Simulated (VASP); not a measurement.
# MnO2 (P-3m1) in VASP: a series of runs, part 2 of 2

VASP 6.6.1.

## Step 3: Single point, PBE, collinear spin, ferromagnetic start

The input, INCAR:

```
ALGO = Normal ; EDIFF = 1E-6
ENCUT = 700 ; GGA = PE
GGA_COMPAT = False ; ISIF = 2
ISMEAR = 0 ; ISPIN = 2
LASPH = True ; LCHARG = False
LMAXMIX = 4 ; LORBIT = 11
LREAL = False ; LWAVE = False
MAGMOM = 3 0 0 ; NBANDS = 24
NELM = 200 ; PREC = Accurate
SIGMA = 0.05
```

The input, KPOINTS:

```
k-points
0
Gamma
  14 14 6
```

The input, POSCAR:

```
MnO2
1.0
    2.8768068094      0.0000000000      0.0000000000
   -1.4384034047      2.4913877787      0.0000000000
    0.0000000000      0.0000000000      5.4464523635
Mn O
1 2
Direct
    0.0000000000      0.0000000000      0.0000000000
    0.3333333333      0.6666666667      0.1753671606
    0.6666666667      0.3333333333      0.8246328394
```

Potentials or basis: VASP PAW PBE potentials, release 64 (Mn_sv, O).

Launch:

```bash
$ cat potpaw_PBE.64/Mn_sv/POTCAR potpaw_PBE.64/O/POTCAR > POTCAR
$ mpirun -np 1 vasp_std > vasp.out
```

OUTCAR:

```text
EDIFF = 1E-6
   ENCUT = 700
   GGA = PE
   ISIF = 2
   ISMEAR = 0
   ISPIN = 2
   LASPH = True
   LORBIT = 11
   LREAL = False
   NELM = 200
   PREC = Accurate

 ion  position               nearest neighbor table
   1  0.000  0.000  0.000-   2 1.92   3 1.92   2 1.92   3 1.92   3 1.92   2 1.92
   2  0.333  0.667  0.175-   1 1.92   1 1.92   1 1.92
   3  0.667  0.333  0.825-   1 1.92   1 1.92   1 1.92

  LATTYP: Found a hexagonal cell.
 ALAT       =     2.8768068094
 C/A-ratio  =     1.8932284037

  Lattice vectors:

 A1 = (   2.8768068094,   0.0000000000,   0.0000000000)
 A2 = (  -1.4384034047,   2.4913877787,   0.0000000000)
 A3 = (   0.0000000000,   0.0000000000,   5.4464523635)

Analysis of symmetry for initial positions (statically):
=====================================================================
 Subroutine PRICEL returns:
 Original cell was already a primitive cell.

[... 1493 lines left out ...]
     24      19.6410      0.00000

 [... further k-points ...]

------------------------ aborting loop because EDIFF is reached ----------------------------------------

  FORCE on cell =-STRESS in cart. coord.  units (eV):
  Direction    XX          YY          ZZ          XY          YZ          ZX
  --------------------------------------------------------------------------------------
  -------------------------------------------------------------------------------------
  Total       -0.0999936     -0.0999936     -0.1400857     -0.0000000      0.0000000      0.0000000
  in kB       -4.1040932     -4.1040932     -5.7496137     -0.0000000      0.0000000      0.0000000
  external PRESSURE =      -4.6526001 kB  Pullay stress =       0.0000000 kB

 VOLUME and BASIS-vectors are now :
 -----------------------------------------------------------------------------
  energy-cutoff  :      700.00
  volume of cell :       39.04
      direct lattice vectors                 reciprocal lattice vectors
     2.876806809  0.000000000  0.000000000     0.347607631  0.200691359  0.000000000
    -1.438403405  2.491387779  0.000000000     0.000000000  0.401382719  0.000000000
     0.000000000  0.000000000  5.446452363     0.000000000  0.000000000  0.183605755

 POSITION                                       TOTAL-FORCE (eV/Angst)
 -----------------------------------------------------------------------------------
      0.00000      0.00000      0.00000         0.000000      0.000000      0.000000
     -0.00000      1.66093      0.95513        -0.000000      0.000000     -0.019774
      1.43840      0.83046      4.49132         0.000000     -0.000000      0.019774
 -----------------------------------------------------------------------------------
    total drift:                                0.000000     -0.000000      0.000000

  FREE ENERGIE OF THE ION-ELECTRON SYSTEM (eV)
  ---------------------------------------------------
  free  energy   TOTEN  =       -24.0560345398 eV

  energy  without entropy=      -24.0560345398  energy(sigma->0) =      -24.05603454

 total charge

# of ion       s       p       d       tot
------------------------------------------
    1        2.201   6.107   4.445  12.752
    2        1.577   3.411   0.000   4.988
    3        1.577   3.411   0.000   4.988
--------------------------------------------------
tot          5.356  12.929   4.445  22.729

 magnetization (x)

# of ion       s       p       d       tot
------------------------------------------
    1        0.024   0.017   2.700   2.741
    2        0.004   0.031   0.000   0.035
    3        0.004   0.031   0.000   0.035
--------------------------------------------------
tot          0.031   0.080   2.700   2.811
```

OSZICAR:

```text
N       E                     dE             d eps       ncg     rms          rms(c)
DAV:   1     0.385459383904E+03    0.38546E+03   -0.17029E+04 13072   0.163E+03
DAV:   2    -0.176890253909E+01   -0.38723E+03   -0.36451E+03 12464   0.487E+02
DAV:   3    -0.294462761564E+02   -0.27677E+02   -0.27082E+02 16216   0.147E+02
DAV:   4    -0.315805184949E+02   -0.21342E+01   -0.21162E+01 20840   0.370E+01
DAV:   5    -0.315958220383E+02   -0.15304E-01   -0.15296E-01 15592   0.302E+00    0.273E+01
DAV:   6    -0.312672301017E+02    0.32859E+00   -0.86171E+01 17096   0.115E+02    0.612E+01
DAV:   7    -0.241185017747E+02    0.71487E+01   -0.77359E+01 16656   0.969E+01    0.952E+00
DAV:   8    -0.240229461446E+02    0.95556E-01   -0.24919E+00 17280   0.207E+01    0.723E+00
DAV:   9    -0.241233096528E+02   -0.10036E+00   -0.27303E-01 20216   0.608E+00    0.517E+00
DAV:  10    -0.240752752789E+02    0.48034E-01   -0.86595E-02 17488   0.465E+00    0.287E+00
DAV:  11    -0.240591880942E+02    0.16087E-01   -0.42760E-02 17512   0.335E+00    0.130E+00
DAV:  12    -0.240577812921E+02    0.14068E-02   -0.44684E-03 19536   0.830E-01    0.725E-01
DAV:  13    -0.240564859649E+02    0.12953E-02   -0.24007E-03 18368   0.747E-01    0.382E-01
DAV:  14    -0.240561717915E+02    0.31417E-03   -0.71389E-04 20656   0.330E-01    0.204E-01
DAV:  15    -0.240560378885E+02    0.13390E-03   -0.46471E-04 19064   0.280E-01    0.509E-02
DAV:  16    -0.240560363234E+02    0.15651E-05   -0.36386E-05 19848   0.521E-02    0.257E-02
DAV:  17    -0.240560351011E+02    0.12222E-05   -0.36974E-06 12752   0.297E-02    0.109E-02
DAV:  18    -0.240560345398E+02    0.56135E-06   -0.29839E-06 12472   0.211E-02
   1 F= -.24056035E+02 E0= -.24056035E+02  d E =-.244044E-31  mag=     2.9999
```

stdout:

```text
POSCAR found type information on POSCAR MnO
 POSCAR found :  2 types and       3 ions
 scaLAPACK will be used
 LDA part: xc-table for (Slater+PW92), standard interpolation
 POSCAR, INCAR and KPOINTS ok, starting setup
 FFT: planning ... GRIDC
 FFT: planning ... GRID_SOFT
 FFT: planning ... GRID
 WAVECAR not read
 entering main loop
```

Wall time 6.4 min (1 thread of Intel Xeon Platinum 8259CL at 2.50GHz (Skylake/Cascade Lake), shared host); peak memory 0.4 GiB.

Results:

| Property | Result |
| --- | --- |
| Free energy | -24.0560 eV |
| Pressure | -0.5 GPa |
| Largest force | 0.020 eV/Å |
| Band gap on the k mesh | 1.02 eV (least direct gap 1.07 eV) |
| Net moment | 3.00 μB per cell |
| Site moments | Mn +2.74; O +0.04 μB |
| Valence electrons inside the program's atomic spheres | Mn 12.75; O 4.99 |

Forces on the atoms (eV/Å):
```
Mn   0.000  0.000  0.000
O    0.000  0.000 -0.020
O    0.000  0.000  0.020
```

Levels at points of the mesh, in eV from the valence-band top:
Spin up:
```tsv
k point	band 11	band 12	band 13	band 14	band 15	band 16	band 17	band 18	band 19	band 20
(0.00, 0.00, 0.00)	-2.25	-1.41	-1.26	-1.26	-0.18	2.98	2.98	6.67	10.21	12.16
(0.50, 0.00, 0.00)	-2.72	-1.99	-1.73	-1.65	-0.91	2.23	2.84	11.53	12.41	13.84
(0.00, 0.00, 0.50)	-2.25	-1.87	-1.26	-1.26	-0.05	2.99	2.99	8.25	8.72	11.69
(0.50, 0.00, 0.50)	-2.71	-1.84	-1.73	-1.66	-0.94	2.23	2.82	11.07	12.48	13.28
```
Spin down:
| k point | band 10 | band 11 | band 12 | band 13 | band 14 | band 15 |
| --- | --- | --- | --- | --- | --- | --- |
| (0.00, 0.00, 0.00) | -1.27 | -1.21 | -1.21 | 1.02 | 1.02 | 2.59 |
| (0.50, 0.00, 0.00) | -2.87 | -2.61 | -1.82 | 1.30 | 1.76 | 2.05 |
| (0.00, 0.00, 0.50) | -1.74 | -1.22 | -1.22 | 1.02 | 1.02 | 2.66 |
| (0.50, 0.00, 0.50) | -2.85 | -2.60 | -1.66 | 1.29 | 1.76 | 2.05 |

Caveat: a cell with one magnetic atom can't hold antiferromagnetic order, which such compounds often take.

## Step 4: Single point, PBE, collinear spin, ferromagnetic start (13.92 Å³/atom)

This run uses another cell than the first one, of 13.92 Å³/atom.

The input, INCAR:

```
SYSTEM = MnO2
PREC = Accurate ; ENCUT = 700
EDIFF = 1E-6 ; ISMEAR = 0
SIGMA = 0.05 ; LREAL = .FALSE.
LASPH = .TRUE. ; NELM = 200
ALGO = Normal ; ISIF = 2
LWAVE = .FALSE. ; LCHARG = .FALSE.
ISPIN = 2 ; MAGMOM = 2.77 0 0
LORBIT = 11 ; LMAXMIX = 4
GGA = PE ; NBANDS = 24
GGA_COMPAT = .FALSE.
```

The input, KPOINTS:

```
Automatic mesh
0
G
  14 14 6
  0 0 0
```

The input, POSCAR:

```
MnO2
1.0
    2.8778881808      0.0000000000      0.0000000000
   -1.4389440904      2.4923242738      0.0000000000
    0.0000000000      0.0000000000      5.8233253122
Mn O
1 2
Direct
    0.0000000000      0.0000000000      0.0000000000
    0.3333333333      0.6666666667      0.1639400399
    0.6666666667      0.3333333333      0.8360599601
```

Launch:

```bash
$ cat potpaw_PBE.64/Mn_sv/POTCAR potpaw_PBE.64/O/POTCAR > POTCAR
$ mpirun -np 1 vasp_std > vasp.out
```

Wall time 5.3 min (1 thread of Intel Xeon Platinum 8488C (Sapphire Rapids), shared host); peak memory 0.41 GiB.

It converged, with:

```
Free energy                                           : -24.0558 eV
Pressure                                              : -0.6 GPa
Largest force                                         : 0.018 eV/Å
Band gap on the k mesh                                : 1.04 eV (least direct gap 1.09 eV)
Net moment                                            : 3.00 μB per cell
Site moments                                          : Mn +2.74; O +0.03 μB
Valence electrons inside the program's atomic spheres : Mn 12.75; O 4.99
```

Forces in eV/Å, atoms in the order of the input:
```
Mn   0.000  0.000  0.000
O    0.000  0.000 -0.018
O    0.000  0.000  0.018
```

Stress tensor (GPa, compression positive):
```
-0.54  0.00  0.00
 0.00 -0.54  0.00
 0.00  0.00 -0.62
```

Levels at points of the mesh, in eV from the valence-band top:
Spin up:
| k point | band 13 | band 14 | band 15 | band 16 | band 17 | band 18 |
| --- | --- | --- | --- | --- | --- | --- |
| (0.00, 0.00, 0.00) | -1.23 | -1.23 | -0.13 | 3.01 | 3.01 | 6.55 |
| (0.50, 0.00, 0.00) | -1.70 | -1.62 | -0.89 | 2.26 | 2.86 | 11.51 |
| (0.00, 0.00, 0.50) | -1.23 | -1.23 | -0.05 | 3.01 | 3.01 | 7.87 |
| (0.50, 0.00, 0.50) | -1.70 | -1.63 | -0.91 | 2.25 | 2.85 | 11.12 |
Spin down:
```
           k point  band 8  band 9  band 10  band 11  band 12  band 13  band 14  band 15  band 16  band 17
(0.00, 0.00, 0.00)   -4.77   -4.77    -1.33    -1.19    -1.19     1.04     1.04     2.63     4.30     4.30
(0.50, 0.00, 0.00)   -4.21   -4.00    -2.83    -2.58    -1.75     1.33     1.79     2.08     3.74     4.20
(0.00, 0.00, 0.50)   -4.76   -4.65    -1.62    -1.19    -1.19     1.04     1.04     2.68     4.31     4.31
(0.50, 0.00, 0.50)   -4.24   -4.00    -2.82    -2.57    -1.67     1.32     1.78     2.07     3.73     4.19
```

Caveat: a cell with one magnetic atom can't hold antiferromagnetic order, which such compounds often take.

## Step 5: Single point, PBE, collinear spin, ferromagnetic start (13.53 Å³/atom)

This run uses another cell than the first one, of 13.53 Å³/atom.

The input, INCAR:

```
PREC = Accurate ; ENCUT = 700
EDIFF = 1E-6 ; ISMEAR = 0
SIGMA = 0.05 ; LREAL = False
LASPH = True ; NELM = 200
ALGO = Normal ; ISIF = 2
LWAVE = False ; LCHARG = False
ISPIN = 2 ; MAGMOM = 2.77 0 0
LORBIT = 11 ; LMAXMIX = 4
GGA = PE ; NBANDS = 24
GGA_COMPAT = False
```

The input, KPOINTS:

```
regular mesh
0
Gamma
  14 14 6
```

The input, POSCAR:

```
MnO2
1.0
    2.8775091420      0.0000000000      0.0000000000
   -1.4387545710      2.4919960166      0.0000000000
    0.0000000000      0.0000000000      5.6615457446
Mn O
1 2
Direct
    0.0000000000      0.0000000000      0.0000000000
    0.3333333333      0.6666666667      0.1686438398
    0.6666666667      0.3333333333      0.8313561602
```

Launch:

```bash
$ cat potpaw_PBE.64/Mn_sv/POTCAR potpaw_PBE.64/O/POTCAR > POTCAR
$ mpirun -np 1 vasp_std > vasp.out
```

Wall time 7 min (1 thread of Intel Xeon Platinum 8259CL at 2.50GHz (Skylake/Cascade Lake), shared host); peak memory 0.41 GiB.

It converged, with:

| Quantity | Value |
| --- | --- |
| Free energy | -24.0561 eV |
| Pressure | -0.5 GPa |
| Largest force | 0.017 eV/Å |
| Band gap on the k mesh | 1.03 eV (least direct gap 1.08 eV) |
| Net moment | 3.00 μB per cell |
| Site moments | Mn +2.74; O +0.03 μB |
| Valence electrons inside the program's atomic spheres | Mn 12.75; O 4.99 |

Forces in eV/Å, atoms in the order of the input:
```
Mn   0.000  0.000  0.000
O    0.000  0.000 -0.017
O    0.000  0.000  0.017
```

Stress tensor (GPa, compression positive):
```
-0.49  0.00  0.00
 0.00 -0.49  0.00
 0.00  0.00 -0.62
```

Levels at points of the mesh, in eV from the valence-band top:
Spin up:
```
           k point  band 12  band 13  band 14  band 15  band 16  band 17  band 18  band 19
(0.00, 0.00, 0.00)    -1.45    -1.24    -1.24    -0.15     3.00     3.00     6.60    10.16
(0.50, 0.00, 0.00)    -1.95    -1.71    -1.63    -0.90     2.25     2.85    11.52    12.33
(0.00, 0.00, 0.50)    -1.80    -1.24    -1.24    -0.05     3.00     3.00     8.03     8.59
(0.50, 0.00, 0.50)    -1.85    -1.71    -1.64    -0.92     2.25     2.84    11.10    12.40
```
Spin down:
| k point | band 10 | band 11 | band 12 | band 13 | band 14 | band 15 |
| --- | --- | --- | --- | --- | --- | --- |
| (0.00, 0.00, 0.00) | -1.31 | -1.20 | -1.20 | 1.03 | 1.03 | 2.61 |
| (0.50, 0.00, 0.00) | -2.85 | -2.59 | -1.78 | 1.32 | 1.78 | 2.07 |
| (0.00, 0.00, 0.50) | -1.66 | -1.20 | -1.20 | 1.03 | 1.03 | 2.67 |
| (0.50, 0.00, 0.50) | -2.83 | -2.58 | -1.67 | 1.31 | 1.77 | 2.06 |

Caveat: a cell with one magnetic atom can't hold antiferromagnetic order, which such compounds often take.

## Step 6: Single point, PBE, collinear spin, ferromagnetic start

The input, INCAR:

```
ALGO     = Normal         # electronic algorithm
EDIFF    = 1E-6           # SCF threshold, eV
ENCUT    = 700            # plane-wave cutoff, eV
GGA      = PE             # functional
GGA_COMPAT= F            
ISIF     = 2              # what is computed and relaxed
ISMEAR   = 0              # smearing method
ISPIN    = 2              # spin polarisation
LASPH    = T              # aspherical terms in the spheres
LCHARG   = T              # write CHGCAR
LELF     = T              # ELF
LMAXMIX  = 4              # l up to which the mixer works
LORBIT   = 11             # projections on sites
LREAL    = F              # projectors in reciprocal space
LVHAR    = T            
LWAVE    = F              # write WAVECAR
MAGMOM   = 3 0 0          # initial moments
NBANDS   = 24             # bands
NELM     = 200            # most SCF steps
PREC     = Accurate       # precision mode
SIGMA    = 0.05           # smearing width, eV
```

The input, KPOINTS:

```
k-points
0
Gamma
  14 14 8
```

The input, POSCAR:

```
MnO2
1.0
    2.8768068094      0.0000000000      0.0000000000
   -1.4384034047      2.4913877787      0.0000000000
    0.0000000000      0.0000000000      5.4464523635
Mn O
1 2
Direct
    0.0000000000      0.0000000000      0.0000000000
    0.3333333333      0.6666666667      0.1753671606
    0.6666666667      0.3333333333      0.8246328394
```

Potentials or basis: VASP PAW PBE potentials, release 64 (Mn_sv, O).

Launch:

```bash
$ cat potpaw_PBE.64/Mn_sv/POTCAR potpaw_PBE.64/O/POTCAR > POTCAR
$ mpirun -np 1 vasp_std > vasp.out
```

It took 4.6 min on 1 thread of Intel Xeon Platinum 8559C (Emerald Rapids), shared host; peak memory 0.47 GiB.

It converged, with:

```
Free energy                                           : -24.0560 eV
Pressure                                              : -0.5 GPa
Largest force                                         : 0.020 eV/Å
Band gap on the k mesh                                : 1.02 eV (least direct gap 1.07 eV)
Net moment                                            : 3.00 μB per cell
Site moments                                          : Mn +2.74; O +0.04 μB
Valence electrons inside the program's atomic spheres : Mn 12.75; O 4.99
```

Forces in eV/Å, atoms in the order of the input:
```
Mn   0.000  0.000  0.000
O    0.000  0.000 -0.020
O    0.000  0.000  0.020
```

Stress tensor (GPa, compression positive):
```
-0.41  0.00  0.00
 0.00 -0.41  0.00
 0.00  0.00 -0.58
```

Levels at points of the mesh, in eV from the valence-band top:
Spin up:
| k point | band 11 | band 12 | band 13 | band 14 | band 15 | band 16 | band 17 | band 18 | band 19 | band 20 |
| --- | --- | --- | --- | --- | --- | --- | --- | --- | --- | --- |
| (0.00, 0.00, 0.00) | -2.25 | -1.41 | -1.26 | -1.26 | -0.18 | 2.98 | 2.98 | 6.67 | 10.21 | 12.16 |
| (0.50, 0.00, 0.00) | -2.72 | -1.99 | -1.73 | -1.65 | -0.91 | 2.23 | 2.84 | 11.53 | 12.41 | 13.84 |
| (0.00, 0.00, 0.50) | -2.25 | -1.87 | -1.26 | -1.26 | -0.05 | 2.99 | 2.99 | 8.25 | 8.72 | 11.69 |
| (0.50, 0.00, 0.50) | -2.71 | -1.84 | -1.73 | -1.66 | -0.94 | 2.23 | 2.82 | 11.07 | 12.48 | 13.28 |
Spin down:
```
           k point  band 9  band 10  band 11  band 12  band 13  band 14  band 15  band 16
(0.00, 0.00, 0.00)   -4.79    -1.27    -1.21    -1.21     1.02     1.02     2.59     4.27
(0.50, 0.00, 0.00)   -4.02    -2.87    -2.61    -1.82     1.30     1.76     2.05     3.72
(0.00, 0.00, 0.50)   -4.63    -1.74    -1.22    -1.22     1.02     1.02     2.66     4.28
(0.50, 0.00, 0.50)   -4.03    -2.85    -2.60    -1.66     1.29     1.76     2.05     3.71
```

Caveat: a cell with one magnetic atom can't hold antiferromagnetic order, which such compounds often take. A k mesh can miss the band edges.

## Step 7: Summary

```csv
level,cell,k mesh,gap on the mesh (eV),pressure (GPa),moment (μB),largest force (eV/Å)
revPBE,"a = 2.877, b = 2.877, c = 5.446 Å, angles 90.0, 90.0, 120.0°, 3 atoms, atomic positions A",14 × 14 × 6,1.11,2.5,3.00,0.19
PBE,"a = 2.877, b = 2.877, c = 5.446 Å, angles 90.0, 90.0, 120.0°, 3 atoms, atomic positions A",14 × 14 × 6,1.02,-0.5,3.00,0.02
PBE,"a = 2.878, b = 2.878, c = 5.823 Å, angles 90.0, 90.0, 120.0°, 3 atoms, atomic positions B",14 × 14 × 6,1.04,-0.6,3.00,0.02
PBE,"a = 2.878, b = 2.878, c = 5.662 Å, angles 90.0, 90.0, 120.0°, 3 atoms, atomic positions C",14 × 14 × 6,1.03,-0.5,3.00,0.02
PBE,"a = 2.877, b = 2.877, c = 5.446 Å, angles 90.0, 90.0, 120.0°, 3 atoms, atomic positions A",14 × 14 × 8,1.02,-0.5,3.00,0.02
```

Alike in all rows: task single point; potentials or basis VASP PAW PBE potentials, release 64 (Mn_sv, O); spin collinear, ferromagnetic start; cutoff (eV) 700; smearing gaussian 0.05 eV.

On the cell as given the gap runs from 1.02 eV (PBE) to 1.11 eV (revPBE); the meshes differ, which moves gaps too. The pressure there spans -0.5 GPa (PBE) to 2.5 GPa (revPBE); a positive pressure means that this level wants a larger cell, a negative one a smaller.

Caveats: a cell with one magnetic atom can't hold antiferromagnetic order, which such compounds often take; the PAW data sets were made with another functional, which shifts forces and pressure a little (at least some runs).

Absolute energies hang on the potentials; compare differences alone.
